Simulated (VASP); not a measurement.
# TeMo2 (Fm-3m) in VASP: single point with PBE

Aim: the single point of TeMo2 with PBE.

All numbers are computed with VASP 6.6.1; they aren't measurements. Logs are shortened: lines on timing, memory, paths and dates and some standing lists are left out, and cuts for length are marked.

### 1 The cell of the first run

Symmetry: Fm-3m, No. 225, cubic system. Conventional cell: a = 6.239 Å, b = 6.239 Å, c = 6.239 Å, α = 90.00°, β = 90.00°, γ = 90.00°. Te (site symmetry m-3m) has 8 Mo at 2.70 Å within 3.6 Å. Mo (site symmetry -43m) has 4 Te at 2.70 Å and 6 Mo at 3.12 Å within 3.6 Å.

### 2 Single point, PBE

The input, INCAR:

```
SYSTEM = TeMo2
  ALGO = Normal
  EDIFF = 1E-6
  ENCUT = 500
  GGA = PE
  GGA_COMPAT = .False.
  ISIF = 2
  ISMEAR = 0
  LASPH = .True.
  LCHARG = .False.
  LREAL = .False.
  LWAVE = .False.
  NBANDS = 24
  NELM = 120
  PREC = Accurate
  SIGMA = 0.2
```

The input, KPOINTS:

```
k-points
0
Gamma
  5 5 5
  0 0 0
```

The input, POSCAR:

```
TeMo2
1.0
    0.0000000000      3.1197335141      3.1197335141
    3.1197335141      0.0000000000      3.1197335141
    3.1197335141      3.1197335141      0.0000000000
Te Mo
1 2
Direct
    0.0000000000      0.0000000000      0.0000000000
    0.2500000000      0.2500000000      0.2500000000
    0.7500000000      0.7500000000      0.7500000000
```

Potentials or basis: VASP PAW PBE potentials, release 64 (Te, Mo_sv).

On the command line:

```bash
$ cat potpaw_PBE.64/Te/POTCAR potpaw_PBE.64/Mo_sv/POTCAR > POTCAR
$ mpirun -np 1 vasp_std > vasp.out
```

OUTCAR:

```text
SYSTEM = TeMo2
   EDIFF = 1E-6
   ENCUT = 500
   GGA = PE
   ISIF = 2
   ISMEAR = 0
   LASPH = .True.
   LREAL = .False.
   NELM = 120
   PREC = Accurate

 ion  position               nearest neighbor table
   1  0.000  0.000  0.000-   3 2.70   3 2.70   3 2.70   2 2.70   3 2.70   2 2.70   2 2.70   2 2.70

   2  0.250  0.250  0.250-   1 2.70   1 2.70   1 2.70   1 2.70   3 3.12   3 3.12   3 3.12   3 3.12
                             3 3.12   3 3.12
   3  0.750  0.750  0.750-   1 2.70   1 2.70   1 2.70   1 2.70   2 3.12   2 3.12   2 3.12   2 3.12
                             2 3.12   2 3.12

  LATTYP: Found a face centered cubic cell.
 ALAT       =     6.2394670282

  Lattice vectors:

 A1 = (   0.0000000000,   3.1197335141,   3.1197335141)
 A2 = (   3.1197335141,   0.0000000000,   3.1197335141)
 A3 = (   3.1197335141,   3.1197335141,   0.0000000000)

Analysis of symmetry for initial positions (statically):
=====================================================================
 Subroutine PRICEL returns:
 Original cell was already a primitive cell.

 Routine SETGRP: Setting up the symmetry group for a
 face centered cubic supercell.

 Subroutine GETGRP returns: Found 48 space group operations
 (whereof 48 operations were pure point group operations)
 out of a pool of 48 trial point group operations.

The static configuration has the point symmetry O_h .

Analysis of symmetry for dynamics (positions and initial velocities):
=====================================================================
 Subroutine PRICEL returns:
 Original cell was already a primitive cell.

 Routine SETGRP: Setting up the symmetry group for a
 face centered cubic supercell.

 Subroutine GETGRP returns: Found 48 space group operations
 (whereof 48 operations were pure point group operations)
 out of a pool of 48 trial point group operations.

The dynamic configuration has the point symmetry O_h .

 Subroutine INISYM returns: Found 48 space group operations
 (whereof 48 operations are pure point group operations),
 and found     1 'primitive' translations

----------------------------------------------------------------------------------------

                                     Primitive cell

  volume of cell :      60.7271

  direct lattice vectors                    reciprocal lattice vectors
     0.000000000  3.119733514  3.119733514    -0.160270099  0.160270099  0.160270099
     3.119733514  0.000000000  3.119733514     0.160270099 -0.160270099  0.160270099
     3.119733514  3.119733514  0.000000000     0.160270099  0.160270099 -0.160270099

  length of vectors
     4.411969447  4.411969447  4.411969447     0.277595955  0.277595955  0.277595955

  position of ions in fractional coordinates (direct lattice)
     0.000000000  0.000000000  0.000000000
     0.250000000  0.250000000  0.250000000
     0.750000000  0.750000000  0.750000000

  ion indices of the primitive-cell ions
   primitive index   ion index
                 1           1
                 2           2
                 3           3

----------------------------------------------------------------------------------------

 KPOINTS: k-points

Automatic generation of k-mesh.
 Grid dimensions read from file:
 generate k-points for:    5    5    5

 Generating k-lattice:

  Cartesian coordinates                     Fractional coordinates (reciprocal lattice)
    -0.032054020  0.032054020  0.032054020     0.200000000  0.000000000  0.000000000
     0.032054020 -0.032054020  0.032054020     0.000000000  0.200000000  0.000000000
     0.032054020  0.032054020 -0.032054020     0.000000000  0.000000000  0.200000000

  Length of vectors
     0.055519191  0.055519191  0.055519191

  Shift w.r.t. Gamma in fractional coordinates (k-lattice)
     0.000000000  0.000000000  0.000000000

 Subroutine IBZKPT returns following result:
 ===========================================

 Found     10 irreducible k-points:

 Following reciprocal coordinates:
            Coordinates               Weight
  0.000000  0.000000  0.000000      1.000000
  0.200000  0.000000  0.000000      8.000000
  0.400000  0.000000  0.000000      8.000000
  0.200000  0.200000  0.000000      6.000000
  0.400000  0.200000  0.000000     24.000000
 -0.400000  0.200000  0.000000     24.000000
 -0.200000  0.200000  0.000000     12.000000
  0.400000  0.400000  0.000000      6.000000
 -0.400000  0.400000  0.000000     12.000000
 -0.400000  0.400000  0.200000     24.000000
   k-points           NKPTS =     10   k-points in BZ     NKDIM =     10   number of bands    NBANDS=     24
   number of dos      NEDOS =    301   number of ions     NIONS =      3
   total plane-waves  NPLWV =  32768
   dimension x,y,z NGX =    32 NGY =   32 NGZ =   32
   dimension x,y,z NGXF=    64 NGYF=   64 NGZF=   64
   ions per type =               1   2
   NGX,Y,Z   is equivalent  to a cutoff of  12.06, 12.06, 12.06 a.u.
   NGXF,Y,Z  is equivalent  to a cutoff of  24.12, 24.12, 24.12 a.u.
 SYSTEM =  TeMo2
   PREC   = accura    normal or accurate (medium, high low for compatibility)
   ISTART =      0    job   : 0-new  1-cont  2-samecut
   ICHARG =      2    charge: 1-file 2-atom 10-const
   ISPIN  =      1    spin polarized calculation?
   LNONCOLLINEAR =      F non collinear calculations
   LSORBIT =      F    spin-orbit coupling
   LASPH  =      T    aspherical Exc in radial PAW
   ENCUT  =  500.0 eV  36.75 Ry    6.06 a.u.   8.04  8.04  8.04*2*pi/ulx,y,z
   NELM   =    120;   NELMIN=  2; NELMDL= -5     # of ELM steps
   EDIFF  = 0.1E-05   stopping-criterion for ELM
   LREAL  =      F    real-space projection
   EDIFFG = 0.1E-04   stopping-criterion for IOM
   NSW    =      0    number of steps for IOM
   IBRION =     -1    ionic relax: 0-MD 1-quasi-New 2-CG
   NFREE  =      0    steps in history (QN), initial steepest desc. (CG)
   ISIF   =      2    stress and relaxation
   ISYM   =      2    0-nonsym 1-usesym 2-fastsym
   POTIM  = 0.5000    time-step for ionic-motion
   TEBEG  =    0.0;   TEEND  =   0.0 temperature during run
   PSTRESS=    0.0 pullay stress
   NELECT =      34.0000    total number of electrons
   NUPDOWN=      -1.0000    fix difference up-down
   EMIN   =  10.00;   EMAX   =-10.00  energy-range for DOS
   EFERMI =   0.00;   METHOD = LEGACY
   ISMEAR =     0;   SIGMA  =   0.20  broadening in eV -4-tet -1-fermi 0-gaus
   EFERMI_NEDOS =   21; number of points for ismear=-14 and -15
   IALGO  =     38    algorithm
   IMIX   =      4    mixing-type and parameters
     AMIX     =   0.40;   BMIX     =  1.00
     AMIX_MAG =   1.60;   BMIX_MAG =  1.00
  volume/ion in A,a.u.               =      20.24       136.60
  Fermi-wavevector in a.u.,A,eV,Ry     =   1.349295  2.549798 24.770733  1.820598
  Thomas-Fermi vector in A             =   2.476894
   LORBIT       =      0    0 simple, 1 ext, 2 COOP (PROOUT), +10 PAW based schemes
   GGA     = PE    functional components
   LHFCALC =     F    Hartree Fock is set to
   AEXX    =    0.0000 exact exchange contribution
   IVDW    =     0    specifies the selected vdW correction
   LEPSILON=     F    determine dielectric tensor
   LRPA    =     F    only Hartree local field effects (RPA)
 non-spin polarized calculation
 Gauss-broadening in eV      SIGMA  =   0.20
  energy-cutoff  :      500.00
  volume of cell :       60.73
 maximum number of plane-waves:      1554
   NGX = 17   NGY = 17   NGZ = 17

 number of electron      34.0000007 magnetization

 Free energy of the ion-electron system (eV)
  ---------------------------------------------------
  ext. energy  EPLUGINS =         0.00000000
  ---------------------------------------------------
  free energy    TOTEN  =       -22.10264103 eV

  energy without entropy =      -21.97243879  energy(sigma->0) =      -22.03753991

 E-fermi :  10.3060     XC(G=0): -11.6218

 val. band max:       10.2407738524   @ k =  -0.2000   0.2000   0.0000
 cond. band min:      10.3331438343   @ k =   0.2000   0.2000   0.0000
 fundamental gap:      0.0923699819
 Fermi energy:        10.3060059181

 k-point     1 :       0.0000    0.0000    0.0000
  band No.  band energies     occupation
      1     -50.4328      2.00000
      2     -50.3617      2.00000
      3     -24.6501      2.00000
      4     -24.6501      2.00000
      5     -24.6501      2.00000
      6     -24.4322      2.00000
[... 16 lines left out ...]
     23      14.3304      0.00000
     24      15.0276      0.00000

 k-point     2 :       0.2000    0.0000    0.0000
  band No.  band energies     occupation
      1     -50.4258      2.00000
      2     -50.3682      2.00000
      3     -24.6374      2.00000
      4     -24.6310      2.00000
      5     -24.6310      2.00000
      6     -24.4597      2.00000
[... 16 lines left out ...]
     23      14.3705      0.00000
     24      15.5340      0.00000

 k-point     3 :       0.4000    0.0000    0.0000
  band No.  band energies     occupation
      1     -50.4077      2.00000
      2     -50.3856      2.00000
      3     -24.5957      2.00000
      4     -24.5794      2.00000
      5     -24.5794      2.00000
      6     -24.5252      2.00000
[... 16 lines left out ...]
     23      14.5286      0.00000
     24      16.8763      0.00000

 k-point     4 :       0.2000    0.2000    0.0000
  band No.  band energies     occupation
      1     -50.4244      2.00000
      2     -50.3695      2.00000
      3     -24.6662      2.00000
      4     -24.6662      2.00000
      5     -24.5571      2.00000
      6     -24.5419      2.00000
[... 16 lines left out ...]
     23      13.2218      0.00000
     24      16.1611      0.00000

 k-point     5 :       0.4000    0.2000    0.0000
  band No.  band energies     occupation
      1     -50.4122      2.00000
      2     -50.3809      2.00000
      3     -24.6610      2.00000
      4     -24.6560      2.00000
      5     -24.6292      2.00000
      6     -24.4787      2.00000
[... 16 lines left out ...]
     23      14.2451      0.00000
     24      16.9908      0.00000

 k-point     6 :      -0.4000    0.2000    0.0000
  band No.  band energies     occupation
      1     -50.3987      2.00000
      2     -50.3942      2.00000
      3     -24.6849      2.00000
      4     -24.6099      2.00000
      5     -24.6020      2.00000
      6     -24.5020      2.00000
[... 16 lines left out ...]
     23      14.8886      0.00000
     24      17.1672      0.00000

 k-point     7 :      -0.2000    0.2000    0.0000
  band No.  band energies     occupation
      1     -50.4160      2.00000
      2     -50.3775      2.00000
      3     -24.6829      2.00000
      4     -24.5761      2.00000
      5     -24.5647      2.00000
      6     -24.5327      2.00000
[... 16 lines left out ...]
     23      13.6998      0.00000
     24      15.9162      0.00000

 k-point     8 :       0.4000    0.4000    0.0000
  band No.  band energies     occupation
      1     -50.4107      2.00000
      2     -50.3820      2.00000
      3     -24.7156      2.00000
      4     -24.6919      2.00000
      5     -24.6919      2.00000
      6     -24.4039      2.00000
[... 16 lines left out ...]
     23      15.0520      0.00000
     24      16.4167      0.00000

 k-point     9 :      -0.4000    0.4000    0.0000
  band No.  band energies     occupation
      1     -50.4038      2.00000
      2     -50.3888      2.00000
      3     -24.7363      2.00000
      4     -24.6739      2.00000
      5     -24.6713      2.00000
      6     -24.4284      2.00000
[... 16 lines left out ...]
     23      15.6733      0.00000
     24      17.0873      0.00000

 k-point    10 :      -0.4000    0.4000    0.2000
  band No.  band energies     occupation
      1     -50.4023      2.00000
      2     -50.3903      2.00000
      3     -24.7131      2.00000
      4     -24.6949      2.00000
      5     -24.5917      2.00000
      6     -24.5072      2.00000
[... 16 lines left out ...]
     23      15.8346      0.00000
     24      17.2573      0.00000

------------------------ aborting loop because EDIFF is reached ----------------------------------------

  FORCE on cell =-STRESS in cart. coord.  units (eV):
  Direction    XX          YY          ZZ          XY          YZ          ZX
  --------------------------------------------------------------------------------------
  -------------------------------------------------------------------------------------
  Total       -0.0012199     -0.0012199     -0.0012199      0.0000000     -0.0000000      0.0000000
  in kB       -0.0321850     -0.0321850     -0.0321850      0.0000000     -0.0000000      0.0000000
  external PRESSURE =      -0.0321850 kB  Pullay stress =       0.0000000 kB

 VOLUME and BASIS-vectors are now :
 -----------------------------------------------------------------------------
  energy-cutoff  :      500.00
  volume of cell :       60.73
      direct lattice vectors                 reciprocal lattice vectors
     0.000000000  3.119733514  3.119733514    -0.160270099  0.160270099  0.160270099
     3.119733514  0.000000000  3.119733514     0.160270099 -0.160270099  0.160270099
     3.119733514  3.119733514  0.000000000     0.160270099  0.160270099 -0.160270099

 POSITION                                       TOTAL-FORCE (eV/Angst)
 -----------------------------------------------------------------------------------
      0.00000      0.00000      0.00000         0.000000      0.000000     -0.000000
      1.55987      1.55987      1.55987         0.000000      0.000000      0.000000
      4.67960      4.67960      4.67960        -0.000000     -0.000000     -0.000000
 -----------------------------------------------------------------------------------
    total drift:                               -0.000000     -0.000000      0.000000

  FREE ENERGIE OF THE ION-ELECTRON SYSTEM (eV)
  ---------------------------------------------------
  free  energy   TOTEN  =       -22.1026410348 eV

  energy  without entropy=      -21.9724387927  energy(sigma->0) =      -22.03753991
```

Wall time 9.2 s (1 thread of Intel Xeon Platinum 8559C (Emerald Rapids), shared host); peak memory 0.18 GiB.

What came out:

- Free energy: -22.1026 eV
- Pressure: 0.0 GPa
- Band gap on the k mesh: zero (band 17 reaches 11.45 eV, above the bottom of band 18 at 10.19 eV)

Caveat: spin-orbit coupling is left out, which moves the levels of the heavy elements.
